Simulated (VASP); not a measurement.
# Li (P6/mmm) in VASP: a series of runs

Li is run at these levels: PBE; tasks: relaxation of cell and atoms.

Everything below comes from runs of VASP 6.6.1. Logs are shortened: lines on timing, memory, paths and dates and some standing lists are left out, and cuts for length are marked.

### Step 1. The cell of the first run

It takes space group P6/mmm (No. 191, hexagonal). Conventional cell: a = 4.778 Å, b = 4.778 Å, c = 5.803 Å, α = 90.00°, β = 90.00°, γ = 120.00°. Within 3.6 Å of Li (site symmetry -6m2) lie 3 Li at 2.76 Å.

The cell was generated, and may not be a known phase.

### Step 2. Relaxation of cell and atoms, PBE

Contents of INCAR:

```
SYSTEM = Li
ALGO = Fast
EDIFF = 1E-6
EDIFFG = -0.01
ENCUT = 600
GGA = PE
IBRION = 2
ISIF = 3
ISMEAR = 0
LASPH = .TRUE.
LCHARG = .FALSE.
LREAL = .FALSE.
LWAVE = .FALSE.
NELM = 100
NSW = 100
PREC = Accurate
SIGMA = 0.1
```

Contents of KPOINTS:

```
k-points
0
G
  12 12 10
  0 0 0
```

Contents of POSCAR:

```
Li
1.0
    4.7783103338      0.0000000000      0.0000000000
   -2.3891551669      4.1381381363      0.0000000000
    0.0000000000      0.0000000000      5.8027903289
Li
2
Direct
    0.3333333333      0.6666666667      0.0000000000
    0.6666666667      0.3333333333      0.0000000000
```

Potentials or basis: VASP PAW PBE potentials, release 64 (Li_sv).

Started as:

```console
$ cat potpaw_PBE.64/Li_sv/POTCAR > POTCAR
$ mpirun -np 1 vasp_std > vasp.out
```

OUTCAR:

```text
SYSTEM = Li
   EDIFF = 1E-6
   EDIFFG = -0.01
   ENCUT = 600
   GGA = PE
   IBRION = 2
   ISIF = 3
   ISMEAR = 0
   LASPH = .TRUE.
   LREAL = .FALSE.
   NELM = 100
   NSW = 100
   PREC = Accurate

 ion  position               nearest neighbor table
   1  0.333  0.667  0.000-
   2  0.667  0.333  0.000-

  LATTYP: Found a hexagonal cell.
 ALAT       =     4.7783103338
 C/A-ratio  =     1.2144021471

  Lattice vectors:

 A1 = (   4.7783103338,   0.0000000000,   0.0000000000)
 A2 = (  -2.3891551669,   4.1381381363,   0.0000000000)
 A3 = (   0.0000000000,   0.0000000000,   5.8027903289)

Analysis of symmetry for initial positions (statically):
=====================================================================
 Subroutine PRICEL returns:
 Original cell was already a primitive cell.

 Routine SETGRP: Setting up the symmetry group for a
 hexagonal supercell.

 Subroutine GETGRP returns: Found 24 space group operations
 (whereof 24 operations were pure point group operations)
 out of a pool of 24 trial point group operations.

The static configuration has the point symmetry D_6h.

Analysis of symmetry for dynamics (positions and initial velocities):
=====================================================================
 Subroutine PRICEL returns:
 Original cell was already a primitive cell.

 Routine SETGRP: Setting up the symmetry group for a
 hexagonal supercell.

 Subroutine GETGRP returns: Found 24 space group operations
 (whereof 24 operations were pure point group operations)
 out of a pool of 24 trial point group operations.

The dynamic configuration has the point symmetry D_6h.

 Subroutine INISYM returns: Found 24 space group operations
 (whereof 24 operations are pure point group operations),
 and found     1 'primitive' translations

----------------------------------------------------------------------------------------

                                     Primitive cell

  volume of cell :     114.7404

  direct lattice vectors                    reciprocal lattice vectors
     4.778310334  0.000000000  0.000000000     0.209278998  0.120827286  0.000000000
    -2.389155167  4.138138136  0.000000000     0.000000000  0.241654572  0.000000000
     0.000000000  0.000000000  5.802790329     0.000000000  0.000000000  0.172330886

  length of vectors
     4.778310334  4.778310334  5.802790329     0.241654572  0.241654572  0.172330886

  position of ions in fractional coordinates (direct lattice)
     0.333333333  0.666666667  0.000000000
     0.666666667  0.333333333  0.000000000

  ion indices of the primitive-cell ions
   primitive index   ion index
                 1           1
                 2           2

[... 99 lines left out ...]
   IVDW    =     0    specifies the selected vdW correction
   LEPSILON=     F    determine dielectric tensor
   LRPA    =     F    only Hartree local field effects (RPA)
 conjugate gradient relaxation of ions
 non-spin polarized calculation
 RMM-DIIS sequential band-by-band and
 Gauss-broadening in eV      SIGMA  =   0.10
  energy-cutoff  :      600.00
  volume of cell :      114.74
 maximum number of plane-waves:      3900
 NGX is ok and might be reduce to    40
   NGX = 19   NGY = 19   NGZ = 23

--------------------------------------- Ionic step        1  -------------------------------------------

 number of electron       5.9999997 magnetization

 Free energy of the ion-electron system (eV)
  ---------------------------------------------------
  ext. energy  EPLUGINS =         0.00000000
  ---------------------------------------------------
  free energy    TOTEN  =        -2.17602387 eV

  energy without entropy =       -2.17006698  energy(sigma->0) =       -2.17304542

------------------------ aborting loop because EDIFF is reached ----------------------------------------

  FORCE on cell =-STRESS in cart. coord.  units (eV):
  Direction    XX          YY          ZZ          XY          YZ          ZX
  --------------------------------------------------------------------------------------
  -------------------------------------------------------------------------------------
  Total        0.0123580      0.0123580     -0.2757662     -0.0000000      0.0000000      0.0000000
  in kB        0.1725609      0.1725609     -3.8506617     -0.0000000      0.0000000      0.0000000
  external PRESSURE =      -1.1685133 kB  Pullay stress =       0.0000000 kB
[... 89 lines left out ...]
  FREE ENERGIE OF THE ION-ELECTRON SYSTEM (eV)
  ---------------------------------------------------
  free  energy   TOTEN  =        -2.1845413638 eV

  energy  without entropy=       -2.1783955983  energy(sigma->0) =       -2.18146848

 E-fermi :   0.1432     XC(G=0):  -6.6500

 val. band max:        0.1296058317   @ k =   0.2500   0.0000   0.0000
 cond. band min:       0.1485789997   @ k =   0.3333   0.1667   0.3000
 fundamental gap:      0.0189731680
 Fermi energy:         0.1431937618

 k-point     1 :       0.0000    0.0000    0.0000
  band No.  band energies     occupation
      1     -47.1729      2.00000
      2     -47.1498      2.00000
      3      -3.0622      2.00000
      4       1.4109      0.00000
      5       1.4109      0.00000
      6       7.2274      0.00000
      7      21.4836      0.00000
[... 221 lines left out ...]
 k-point    24 :       0.3333    0.0000    0.1000
  band No.  band energies     occupation
      1     -47.1521      2.00000
      2     -47.1390      2.00000
      3      -2.1534      2.00000
      4      -0.2137      2.00000
      5       0.8545      0.00000
      6       4.1731      0.00000
      7      15.8022      0.00000

 [... further k-points ...]

[... ionic steps 4 to 11 ...]

--------------------------------------- Ionic step       12  -------------------------------------------

 number of electron       6.0000004 magnetization

------------------------ aborting loop because EDIFF is reached ----------------------------------------
[... 67 lines left out ...]
--------------------------------------- Ionic step       14  -------------------------------------------

 number of electron       6.0000003 magnetization

 Free energy of the ion-electron system (eV)
  ---------------------------------------------------
  ext. energy  EPLUGINS =         0.00000000
  ---------------------------------------------------
  free energy    TOTEN  =        -3.03444460 eV

  energy without entropy =       -3.02793623  energy(sigma->0) =       -3.03119042

 E-fermi :  -0.2242     XC(G=0):  -6.2776

 val. band max:       -0.2610717801   @ k =   0.1667   0.0833   0.5000
 cond. band min:      -0.2098839683   @ k =   0.2500   0.1667   0.4000
 fundamental gap:      0.0511878118
 Fermi energy:        -0.2242298191

 k-point     1 :       0.0000    0.0000    0.0000
  band No.  band energies     occupation
      1     -47.4600      2.00000
      2     -47.4282      2.00000
      3      -3.2698      2.00000
      4       2.3766      0.00000
      5       2.3766      0.00000
      6       4.5909      0.00000
      7       7.1404      0.00000
[... 259 lines left out ...]
  FREE ENERGIE OF THE ION-ELECTRON SYSTEM (eV)
  ---------------------------------------------------
  free  energy   TOTEN  =        -3.0344446011 eV

  energy  without entropy=       -3.0279362313  energy(sigma->0) =       -3.03119042

 reached required accuracy - stopping structural energy minimisation
```

OSZICAR:

```text
N       E                     dE             d eps       ncg     rms          rms(c)
DAV:   1     0.803000650028E+01    0.80300E+01   -0.34425E+03  1596   0.721E+02
DAV:   2     0.980756924530E+00   -0.70492E+01   -0.69912E+01  2387   0.609E+01
DAV:   3    -0.196831716559E+01   -0.29491E+01   -0.29306E+01  2912   0.444E+01
[... 176 lines left out ...]
RMM:   2    -0.303421105156E+01   -0.32832E-03   -0.70977E-04  1672   0.362E-01    0.218E-01
RMM:   3    -0.303443774709E+01   -0.22670E-03   -0.22433E-04  1668   0.251E-01    0.346E-03
RMM:   4    -0.303444336981E+01   -0.56227E-05   -0.64673E-05  1868   0.112E-01    0.127E-03
RMM:   5    -0.303444457726E+01   -0.12074E-05   -0.15391E-05  1758   0.442E-02    0.872E-04
RMM:   6    -0.303444460107E+01   -0.23813E-07   -0.19015E-06  1287   0.193E-02
  14 F= -.30344446E+01 E0= -.30311904E+01  d E =-.212635E-03
```

CONTCAR:

```text
Li
   1.00000000000000
     4.7086479425668726    0.0000000000000001    0.0000000000000000
    -2.3543239712834363    4.0778087358006809   -0.0000000000000001
     0.0000000000000001    0.0000000000000000    2.8573486219708717
  Li
     2
Direct
     0.3333333332999970    0.6666666667000030    0.0000000000000000
     0.6666666667000030    0.3333333332999970    0.0000000000000000

  0.00000000E+00  0.00000000E+00  0.00000000E+00
  0.00000000E+00  0.00000000E+00  0.00000000E+00
```

Run time: 22 min. Hardware: 1 thread of Intel Xeon 8259CL, shared host; peak memory 0.33 GiB.

What came out:

| Quantity | Value |
| --- | --- |
| Free energy | -3.0344 eV |
| Relaxed volume | 27.43 Å³/atom |
| Relaxed cell | a = 4.709 Å, b = 4.709 Å, c = 2.857 Å, α = 90.00°, β = 90.00°, γ = 120.00° |
| Space group after relaxing (to 0.1 Å) | P6/mmm (No. 191) |
| Energy gained by relaxing | 429.2 meV/atom |
| Ionic steps | 14 |
| Pressure after relaxing | 0.0 GPa |
| Band gap on the k mesh | zero (bands 3 and 4 overlap by 3.04 eV) |

Step by step:
```csv
step,energy change (eV),largest force (eV/Å),pressure (GPa),volume (Å³)
1,0.0000,0.0000,-0.12,114.74
2,-0.0019,0.0000,-0.12,114.05
3,-0.0085,0.0000,-0.16,111.95
4,-0.0261,0.0000,-0.23,107.75
5,-0.0831,0.0000,-0.40,99.24
6,-0.3506,0.0000,-1.01,81.83
7,-0.2455,0.0000,4.35,45.44
8,-0.6412,0.0000,-1.35,71.40
9,-0.8478,0.0000,-0.26,58.55
10,-0.8491,0.0000,-0.51,59.99
11,-0.8537,0.0000,0.49,51.60
12,-0.8582,0.0000,0.02,54.87
13,-0.8574,0.0000,-0.06,54.85
14,-0.8584,0.0000,0.00,54.86
```

Final structure:
```
CELL_PARAMETERS angstrom
4.70865 0.00000 0.00000
-2.35432 4.07781 0.00000
0.00000 0.00000 2.85735
ATOMIC_POSITIONS crystal
Li 0.33333 0.66667 0.00000
Li 0.66667 0.33333 0.00000
```

Caveat: the cutoff is under 1.25 times the usual one of these potentials, so pressure, stress and relaxed cells hold a basis-set (Pulay) error; the volume moved by over 15 % at a fixed basis, so the end points are rough; the relaxation moved the vacuum too, so the length across it says nothing of the material.

### Step 3. Relaxation of cell and atoms, PBE

This run uses another cell than the first one, of 27.75 Å³/atom.

Contents of INCAR:

```
SYSTEM = Li
PREC = Accurate ; ENCUT = 600
EDIFF = 1E-6 ; ISMEAR = 0
SIGMA = 0.1 ; LREAL = .FALSE.
LASPH = .TRUE. ; NELM = 60
ALGO = Fast ; ISIF = 3
LWAVE = .FALSE. ; LCHARG = .FALSE.
GGA = PE ; IBRION = 2
NSW = 100 ; EDIFFG = -0.01
```

Contents of KPOINTS:

```
Automatic mesh
0
G
  12 12 20
  0 0 0
```

Contents of POSCAR:

```
Li
1.0
    4.7342915177      0.0000000000      0.0000000000
   -2.3671457588      4.1000167232      0.0000000000
    0.0000000000      0.0000000000      2.8596542221
Li
2
Direct
    0.3333333333      0.6666666667      0.0000000000
    0.6666666667      0.3333333333      0.0000000000
```

Potentials or basis: VASP PAW PBE potentials, release 64 (Li_sv).

Started as:

```console
$ cat potpaw_PBE.64/Li_sv/POTCAR > POTCAR
$ mpirun -np 1 vasp_std > vasp.out
```

It used 110 s of CPU time on 1 thread of Intel Xeon 8259CL (shared host).

It converged, with:

```yaml
Free_energy: -3.0215 eV
Relaxed_volume: 27.17 Å³/atom
Relaxed_cell: a = 4.695 Å, b = 4.695 Å, c = 2.846 Å, α = 90.00°, β = 90.00°, γ = 120.00°
Space_group_after_relaxing_to_0.1_Å: P6/mmm (No. 191)
Energy_gained_by_relaxing: 0.2 meV/atom
Ionic_steps: 4
Pressure_after_relaxing: 0.0 GPa
Band_gap_on_the_k_mesh: zero (bands 3 and 4 overlap by 3.04 eV)
```

Step by step:
```
step  energy change (eV)  largest force (eV/Å)  pressure (GPa)  volume (Å³)
   1              0.0000                0.0000           -0.08        55.51
   2             -0.0001                0.0000           -0.10        55.39
   3             -0.0002                0.0000           -0.05        55.04
   4             -0.0003                0.0000            0.03        54.34
```

Final structure:
```
CELL_PARAMETERS angstrom
4.69542 0.00000 0.00000
-2.34771 4.06635 0.00000
0.00000 0.00000 2.84580
ATOMIC_POSITIONS crystal
Li 0.33333 0.66667 0.00000
Li 0.66667 0.33333 0.00000
```

Levels at points of the mesh, in eV from the Fermi level:
| k point | band 1 | band 2 | band 3 | band 4 | band 5 | band 6 | band 7 |
| --- | --- | --- | --- | --- | --- | --- | --- |
| (0.00, 0.00, 0.00) | -47.24 | -47.20 | -3.05 | 2.61 | 2.61 | 4.83 | 4.83 |
| (0.50, 0.00, 0.00) | -47.22 | -47.21 | -1.29 | -1.25 | 1.28 | 4.23 | 9.84 |
| (0.00, 0.00, 0.50) | -47.22 | -47.19 | -0.43 | 2.00 | 5.76 | 5.82 | 5.82 |
| (0.50, 0.00, 0.50) | -47.21 | -47.20 | 1.09 | 2.30 | 2.87 | 3.73 | 4.66 |

Caveat: the cutoff is under 1.25 times the usual one of these potentials, so pressure, stress and relaxed cells hold a basis-set (Pulay) error.

The gap in the log of VASP goes by the Fermi energy; the results here count the filled bands.